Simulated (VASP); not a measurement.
AlP:

```
Al P
1.0
     0.00000    2.65663    2.65663
     2.65663    0.00000    2.65663
     2.65663    2.65663    0.00000
Al P
1 1
Direct
  0.00000 0.00000 0.00000
  0.25000 0.25000 0.25000
```

Base run:

| Item | Value |
| --- | --- |
| Program | VASP 6.6.1 |
| Functional | PBE |
| Potentials or basis | VASP PAW PBE potentials, release 64 (Al, P) |
| Cutoff | 500 eV |
| k mesh | 6 × 6 × 6 |
| Occupations | gaussian, width 0.01 eV |
| Spin | no spin polarisation |

Its results: band gap on the k mesh 1.40 eV, indirect (least direct gap 3.68 eV); pressure 11.1 GPa.

Problem. The run is repeated on the same cell with these changes: k mesh from 6 × 6 × 6 to 3 × 3 × 3. What comes out?

Solution. Band gap on the k mesh 2.07 eV, indirect (least direct gap 3.97 eV); pressure 12.9 GPa.

Caveats: some runs use coarse meshes.

A k mesh can miss the band edges.
